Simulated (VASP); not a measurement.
# PtW12 in VASP: notebook

PtW12 is run at these levels: LDA; tasks: single point.

Everything below comes from runs of VASP 6.6.1. Logs are shortened: lines on timing, memory, paths and dates and some standing lists are left out, and cuts for length are marked.

**1. The cell of the first run**

The cell holds a slab with vacuum, 13 atoms: a = 5.432 Å, b = 5.432 Å, c = 19.790 Å, α = 90.00°, β = 90.00°, γ = 109.47°.

**2. Single point, LDA**

Contents of INCAR:

```
SYSTEM = PtW12
PREC = Accurate
ENCUT = 520
EDIFF = 1E-6
ISMEAR = 0
SIGMA = 0.1
LREAL = .FALSE.
LASPH = .TRUE.
NELM = 60
ALGO = Normal
ISIF = 2
LWAVE = .FALSE.
LCHARG = .TRUE.
LDIPOL = .TRUE.
IDIPOL = 3
DIPOL = 0.5 0.5 0.327
GGA = CA
LELF = .TRUE.
LVHAR = .TRUE.
LVACPOTAV = .TRUE.
NBANDS = 101
```

Contents of KPOINTS:

```
regular mesh
0
G
  5 5 1
  0 0 0
```

Contents of POSCAR:

```
PtW12
1.0
    5.4319816376      0.0000000000      0.0000000000
   -1.8106605459      5.1213214017      0.0000000000
    0.0000000000      0.0000000000     19.7903917603
W Pt
12 1
Direct
    0.2500000000      0.2500000000      0.2021182829
    0.2500000000      0.7500000000      0.2021182829
    0.7500000000      0.2500000000      0.2021182829
    0.7500000000      0.7500000000      0.2021182829
    0.0000000000      0.0000000000      0.3105119034
    0.0000000000      0.5000000000      0.3105119034
    0.5000000000      0.0000000000      0.3105119034
    0.5000000000      0.5000000000      0.3105119034
    0.2500000000      0.2500000000      0.4189099367
    0.2500000000      0.7500000000      0.4189099367
    0.7500000000      0.2500000000      0.4189099367
    0.7500000000      0.7500000000      0.4189099367
    0.3333333333      0.3333333333      0.5309828033
```

Potentials or basis: VASP PAW LDA potentials, release 64 (W_sv, Pt).

The run is started by

```
> cat potpaw_LDA.64/W_sv/POTCAR potpaw_LDA.64/Pt/POTCAR > POTCAR
> mpirun -np 1 vasp_std > vasp.out
```

OUTCAR:

```text
SYSTEM = PtW12
   PREC = Accurate
   ENCUT = 520
   EDIFF = 1E-6
   ISMEAR = 0
   LREAL = .FALSE.
   LASPH = .TRUE.
   NELM = 60
   ISIF = 2
   GGA = CA

 ion  position               nearest neighbor table
   1  0.250  0.250  0.202-   5 2.66   8 2.66   3 2.72   3 2.72   2 2.72   2 2.72   7 3.09   6 3.09
                             4 3.14   4 3.14
   2  0.250  0.750  0.202-   6 2.66   7 2.66   4 2.72   4 2.72   1 2.72   1 2.72   5 3.09   8 3.09
                             3 3.14   3 3.14
   3  0.750  0.250  0.202-   6 2.66   7 2.66   1 2.72   1 2.72   4 2.72   4 2.72   5 3.09   8 3.09
                             2 3.14   2 3.14
   4  0.750  0.750  0.202-   5 2.66   8 2.66   2 2.72   2 2.72   3 2.72   3 2.72   7 3.09   6 3.09
                             1 3.14   1 3.14
   5  0.000  0.000  0.311-   1 2.66   4 2.66   9 2.66  12 2.66   7 2.72   7 2.72   6 2.72   6 2.72
                             3 3.09   2 3.09  11 3.09  10 3.09   8 3.14   8 3.14
   6  0.000  0.500  0.311-   2 2.66   3 2.66  10 2.66  11 2.66   8 2.72   8 2.72   5 2.72   5 2.72
                             1 3.09   4 3.09   9 3.09  12 3.09   7 3.14   7 3.14
   7  0.500  0.000  0.311-   2 2.66   3 2.66  10 2.66  11 2.66   5 2.72   5 2.72   8 2.72   8 2.72
                             1 3.09   4 3.09   9 3.09  12 3.09   6 3.14   6 3.14
   8  0.500  0.500  0.311-   1 2.66   4 2.66   9 2.66  12 2.66   6 2.72   6 2.72   7 2.72   7 2.72
                             3 3.09   2 3.09  11 3.09  10 3.09   5 3.14   5 3.14
   9  0.250  0.250  0.419-  13 2.28   8 2.66   5 2.66  11 2.72  11 2.72  10 2.72  10 2.72   6 3.09
                             7 3.09  12 3.14  12 3.14
  10  0.250  0.750  0.419-   6 2.66   7 2.66  12 2.72  12 2.72   9 2.72   9 2.72   5 3.09   8 3.09
                            11 3.14  11 3.14  13 3.31
  11  0.750  0.250  0.419-   6 2.66   7 2.66   9 2.72   9 2.72  12 2.72  12 2.72   5 3.09   8 3.09
                            10 3.14  10 3.14  13 3.31
  12  0.750  0.750  0.419-   5 2.66   8 2.66  10 2.72  10 2.72  11 2.72  11 2.72   7 3.09   6 3.09
                             9 3.14   9 3.14  13 3.43
  13  0.333  0.333  0.531-   9 2.28  11 3.31  10 3.31  12 3.43

  LATTYP: Found a base centered orthorhombic cell.
 ALAT       =     6.2723121214
 B/A-ratio  =     1.4142135624
 C/A-ratio  =     3.1551988130

  Lattice vectors:

 A1 = (   5.4319816376,   0.0000000000,   0.0000000000)
 A2 = (  -1.8106605459,   5.1213214017,   0.0000000000)
 A3 = (   0.0000000000,   0.0000000000,  19.7903917603)

Analysis of symmetry for initial positions (statically):
=====================================================================
 Subroutine PRICEL returns:
 Original cell was already a primitive cell.

 Routine SETGRP: Setting up the symmetry group for a
 base centered orthorhombic supercell.

 Subroutine GETGRP returns: Found  2 space group operations
 (whereof  2 operations were pure point group operations)
 out of a pool of  8 trial point group operations.

The static configuration has the point symmetry C_1h.

Analysis of symmetry for dynamics (positions and initial velocities):
=====================================================================
 Subroutine PRICEL returns:
 Original cell was already a primitive cell.

 Routine SETGRP: Setting up the symmetry group for a
 base centered orthorhombic supercell.

 Subroutine GETGRP returns: Found  2 space group operations
 (whereof  2 operations were pure point group operations)
 out of a pool of  8 trial point group operations.

The dynamic configuration has the point symmetry C_1h.

 Subroutine INISYM returns: Found  2 space group operations
 (whereof  2 operations are pure point group operations),
 and found     1 'primitive' translations

----------------------------------------------------------------------------------------

                                     Primitive cell

  volume of cell :     550.5474

  direct lattice vectors                    reciprocal lattice vectors
     5.431981638  0.000000000  0.000000000     0.184094879  0.065087369  0.000000000
    -1.810660546  5.121321402  0.000000000     0.000000000  0.195262106  0.000000000
     0.000000000  0.000000000 19.790391760     0.000000000  0.000000000  0.050529571

  length of vectors
     5.431981638  5.431981638 19.790391760     0.195262106  0.195262106  0.050529571

  position of ions in fractional coordinates (direct lattice)
     0.250000000  0.250000000  0.202118283
     0.250000000  0.750000000  0.202118283
     0.750000000  0.250000000  0.202118283
     0.750000000  0.750000000  0.202118283
     0.000000000  0.000000000  0.310511903
     0.000000000  0.500000000  0.310511903
     0.500000000  0.000000000  0.310511903
     0.500000000  0.500000000  0.310511903
     0.250000000  0.250000000  0.418909937
     0.250000000  0.750000000  0.418909937
     0.750000000  0.250000000  0.418909937
     0.750000000  0.750000000  0.418909937
     0.333333333  0.333333333  0.530982803

  ion indices of the primitive-cell ions
   primitive index   ion index
                 1           1
                 2           2
                 3           3
                 4           4
                 5           5
                 6           6
                 7           7
                 8           8
                 9           9
                10          10
                11          11
                12          12
                13          13

----------------------------------------------------------------------------------------

 KPOINTS: regular mesh

Automatic generation of k-mesh.
 Grid dimensions read from file:
 generate k-points for:    5    5    1

 Generating k-lattice:

  Cartesian coordinates                     Fractional coordinates (reciprocal lattice)
     0.036818976  0.013017474  0.000000000     0.200000000  0.000000000  0.000000000
     0.000000000  0.039052421  0.000000000     0.000000000  0.200000000  0.000000000
     0.000000000  0.000000000  0.050529571     0.000000000  0.000000000  1.000000000

  Length of vectors
     0.039052421  0.039052421  0.050529571

  Shift w.r.t. Gamma in fractional coordinates (k-lattice)
     0.000000000  0.000000000  0.000000000

 Subroutine IBZKPT returns following result:
 ===========================================

 Found      9 irreducible k-points:

 Following reciprocal coordinates:
            Coordinates               Weight
  0.000000  0.000000  0.000000      1.000000
  0.200000  0.000000  0.000000      4.000000
  0.400000  0.000000  0.000000      4.000000
  0.200000  0.200000  0.000000      2.000000
  0.400000  0.200000  0.000000      4.000000
 -0.400000  0.200000  0.000000      4.000000
 -0.200000  0.200000  0.000000      2.000000
  0.400000  0.400000  0.000000      2.000000
 -0.400000  0.400000  0.000000      2.000000
   k-points           NKPTS =      9   k-points in BZ     NKDIM =      9   number of bands    NBANDS=    101
   number of dos      NEDOS =    301   number of ions     NIONS =     13
   total plane-waves  NPLWV = 240000
   dimension x,y,z NGX =    40 NGY =   40 NGZ =  150
   dimension x,y,z NGXF=    80 NGYF=   80 NGZF=  300
   ions per type =              12   1
   NGX,Y,Z   is equivalent  to a cutoff of  12.24, 12.24, 12.60 a.u.
   NGXF,Y,Z  is equivalent  to a cutoff of  24.48, 24.48, 25.20 a.u.
 SYSTEM =  PtW12
   PREC   = accura    normal or accurate (medium, high low for compatibility)
   ISTART =      0    job   : 0-new  1-cont  2-samecut
   ICHARG =      2    charge: 1-file 2-atom 10-const
   ISPIN  =      1    spin polarized calculation?
   LNONCOLLINEAR =      F non collinear calculations
   LSORBIT =      F    spin-orbit coupling
   LASPH  =      T    aspherical Exc in radial PAW
   ENCUT  =  520.0 eV  38.22 Ry    6.18 a.u.  10.10 10.10 36.80*2*pi/ulx,y,z
   NELM   =     60;   NELMIN=  2; NELMDL= -5     # of ELM steps
   EDIFF  = 0.1E-05   stopping-criterion for ELM
   LREAL  =      F    real-space projection
   EDIFFG = 0.1E-04   stopping-criterion for IOM
   NSW    =      0    number of steps for IOM
   IBRION =     -1    ionic relax: 0-MD 1-quasi-New 2-CG
   NFREE  =      0    steps in history (QN), initial steepest desc. (CG)
   ISIF   =      2    stress and relaxation
   ISYM   =      2    0-nonsym 1-usesym 2-fastsym
   POTIM  = 0.5000    time-step for ionic-motion
   TEBEG  =    0.0;   TEEND  =   0.0 temperature during run
   PSTRESS=    0.0 pullay stress
   NELECT =     178.0000    total number of electrons
   NUPDOWN=      -1.0000    fix difference up-down
   EMIN   =  10.00;   EMAX   =-10.00  energy-range for DOS
   EFERMI =   0.00;   METHOD = LEGACY
   ISMEAR =     0;   SIGMA  =   0.10  broadening in eV -4-tet -1-fermi 0-gaus
   EFERMI_NEDOS =   21; number of points for ismear=-14 and -15
   IALGO  =     38    algorithm
   IMIX   =      4    mixing-type and parameters
     AMIX     =   0.40;   BMIX     =  1.00
     AMIX_MAG =   1.60;   BMIX_MAG =  1.00
  volume/ion in A,a.u.               =      42.35       285.79
  Fermi-wavevector in a.u.,A,eV,Ry     =   1.123613  2.123320 17.177426  1.262505
  Thomas-Fermi vector in A             =   2.260280
   LORBIT       =      0    0 simple, 1 ext, 2 COOP (PROOUT), +10 PAW based schemes
   GGA     = CA    functional components
   LHFCALC =     F    Hartree Fock is set to
   AEXX    =    0.0000 exact exchange contribution
   IVDW    =     0    specifies the selected vdW correction
   LEPSILON=     F    determine dielectric tensor
   LRPA    =     F    only Hartree local field effects (RPA)
 non-spin polarized calculation
 Gauss-broadening in eV      SIGMA  =   0.10
  energy-cutoff  :      520.00
  volume of cell :      550.55
 maximum number of plane-waves:     14876
   NGX = 21   NGY = 21   NGZ = 73

 dipolmoment           0.000000      0.000000      2.830636 electrons x Angstroem

 number of electron     178.0000026 magnetization

 dipolmoment           0.000000      0.000000     -0.062831 electrons x Angstroem

 Free energy of the ion-electron system (eV)
  ---------------------------------------------------
  ext. energy  EPLUGINS =         0.00000000
  ---------------------------------------------------
  free energy    TOTEN  =      -162.52866048 eV

  energy without entropy =     -162.45634490  energy(sigma->0) =     -162.49250269

 E-fermi :   1.1174     XC(G=0):  -6.2869

 val. band max:        1.1145216090   @ k =  -0.2000   0.2000   0.0000
 cond. band min:       1.1271675081   @ k =  -0.4000   0.4000   0.0000
 fundamental gap:      0.0126458991
 Fermi energy:         1.1174106305

 k-point     1 :       0.0000    0.0000    0.0000
  band No.  band energies     occupation
      1     -72.5633      2.00000
      2     -72.4712      2.00000
      3     -72.4388      2.00000
      4     -72.4270      2.00000
      5     -72.4225      2.00000
      6     -72.4036      2.00000
[... 93 lines left out ...]
    100       3.4060      0.00000
    101       3.4092      0.00000

 k-point     2 :       0.2000    0.0000    0.0000
  band No.  band energies     occupation
      1     -72.5530      2.00000
      2     -72.4692      2.00000
      3     -72.4487      2.00000
      4     -72.4321      2.00000
      5     -72.4163      2.00000
      6     -72.4051      2.00000
[... 717 lines left out ...]
    100       2.5541      0.00000
    101       2.6253      0.00000

 k-point     9 :      -0.4000    0.4000    0.0000
  band No.  band energies     occupation
      1     -72.5127      2.00000
      2     -72.4703      2.00000
      3     -72.4425      2.00000
      4     -72.4336      2.00000
      5     -72.4267      2.00000
      6     -72.4016      2.00000
[... 93 lines left out ...]
    100       2.3075      0.00000
    101       2.3912      0.00000

------------------------ aborting loop because EDIFF is reached ----------------------------------------

  FORCE on cell =-STRESS in cart. coord.  units (eV):
  Direction    XX          YY          ZZ          XY          YZ          ZX
  --------------------------------------------------------------------------------------
  -------------------------------------------------------------------------------------
  Total      -12.6962328    -13.6609505      5.1164605     -1.3643168      2.4296028      1.7179886
  in kB      -36.9479837    -39.7554600     14.8896843     -3.9703710      7.0705166      4.9996103
  external PRESSURE =     -20.6045864 kB  Pullay stress =       0.0000000 kB

 VOLUME and BASIS-vectors are now :
 -----------------------------------------------------------------------------
  energy-cutoff  :      520.00
  volume of cell :      550.55
      direct lattice vectors                 reciprocal lattice vectors
     5.431981638  0.000000000  0.000000000     0.184094879  0.065087369  0.000000000
    -1.810660546  5.121321402  0.000000000     0.000000000  0.195262106  0.000000000
     0.000000000  0.000000000 19.790391760     0.000000000  0.000000000  0.050529571

 POSITION                                       TOTAL-FORCE (eV/Angst)
 -----------------------------------------------------------------------------------
      0.90533      1.28033      4.00000        -0.024595     -0.034783     -0.044141
     -0.00000      3.84099      4.00000        -0.007963      0.025315     -0.199861
      3.62132      1.28033      4.00000         0.026522      0.000931     -0.199861
      2.71599      3.84099      4.00000         0.056151      0.079409      0.163439
      0.00000      0.00000      6.14515        -0.175591     -0.248323     -0.795521
     -0.90533      2.56066      6.14515         0.056703     -0.068815     -0.130599
      2.71599      0.00000      6.14515        -0.083780      0.030522     -0.130599
      1.81066      2.56066      6.14515         0.103116      0.145827     -0.557617
      0.90533      1.28033      8.29039        -0.651747     -0.921709     -0.476110
     -0.00000      3.84099      8.29039        -0.003014     -0.100240      0.924962
      3.62132      1.28033      8.29039        -0.093503     -0.036255      0.924962
      2.71599      3.84099      8.29039         0.022660      0.032046      0.246266
      1.20711      1.70711     10.50836         0.775042      1.096075      0.274677
 -----------------------------------------------------------------------------------
    total drift:                               -0.000091     -0.000128     -0.000757

  FREE ENERGIE OF THE ION-ELECTRON SYSTEM (eV)
  ---------------------------------------------------
  free  energy   TOTEN  =      -162.5286604785 eV

  energy  without entropy=     -162.4563448992  energy(sigma->0) =     -162.49250269

 vacuum level on the upper side and lower side of the slab         5.860         6.269
```

Run time: 37 min. Hardware: 1 thread of Intel Xeon Platinum 8259CL at 2.50GHz (Skylake/Cascade Lake), shared host; peak memory 0.62 GiB.

Results:

| Property | Result |
| --- | --- |
| Free energy | -162.5287 eV |
| Largest force | 1.370 eV/Å |
| Band gap on the k mesh | zero (bands 89 and 90 overlap by 1.32 eV) |

Forces on the atoms (eV/Å):
```
W   -0.025 -0.035 -0.044
W   -0.008  0.025 -0.200
W    0.027  0.001 -0.200
W    0.056  0.079  0.163
W   -0.176 -0.248 -0.796
W    0.057 -0.069 -0.131
W   -0.084  0.031 -0.131
W    0.103  0.146 -0.558
W   -0.652 -0.922 -0.476
W   -0.003 -0.100  0.925
W   -0.094 -0.036  0.925
W    0.023  0.032  0.246
Pt   0.775  1.096  0.275
```

Caveat: spin-orbit coupling is left out, which moves the levels of the heavy elements.

**3. Single point, LDA**

Contents of INCAR:

```
PREC = Accurate
ENCUT = 520
EDIFF = 1E-6
ISMEAR = 0
SIGMA = 0.1
LREAL = F
LASPH = T
NELM = 100
ALGO = Normal
ISIF = 2
LWAVE = F
LCHARG = F
LDIPOL = T
IDIPOL = 3
DIPOL = 0.5 0.5 0.327
GGA = CA
NBANDS = 101
```

Contents of KPOINTS:

```
Automatic mesh
0
Gamma
  5 5 1
```

POSCAR: that of step 2 with these lines changed.

```diff
@@ -20,2 +20,2 @@
     0.7500000000      0.7500000000      0.4189099367
-    0.3333333333      0.3333333333      0.5309828033
+    0.4166666667      0.4166666667      0.5219458477
```

Potentials or basis: VASP PAW LDA potentials, release 64 (W_sv, Pt).

The run is started by

```
> cat potpaw_LDA.64/W_sv/POTCAR potpaw_LDA.64/Pt/POTCAR > POTCAR
> mpirun -np 1 vasp_std > vasp.out
```

It took 28 min on 1 thread of AMD EPYC 7R43 (Zen 3), shared host; peak memory 0.54 GiB.

Results (log left out):

```yaml
Free_energy: -163.4290 eV
Largest_force: 2.284 eV/Å
Band_gap_on_the_k_mesh: zero (bands 89 and 90 overlap by 1.34 eV)
```

Forces in eV/Å, atoms in the order of the input:
```
W   -0.065 -0.092  0.033
W    0.028  0.006 -0.265
W   -0.004  0.028 -0.265
W    0.092  0.130  0.134
W   -0.125 -0.177 -1.036
W    0.030 -0.070 -0.108
W   -0.076  0.005 -0.108
W    0.025  0.036 -0.401
W   -1.215 -1.718 -0.888
W   -0.118  0.078  0.857
W    0.113 -0.085  0.857
W    0.119  0.169  0.941
Pt   1.196  1.691  0.250
```

Levels at points of the mesh, in eV from the Fermi level:
```
           k point  band 87  band 88  band 89  band 90  band 91  band 92
(0.00, 0.00, 0.00)     0.42     0.53     0.89     1.46     1.49     1.50
```

Caveat: spin-orbit coupling is left out, which moves the levels of the heavy elements.
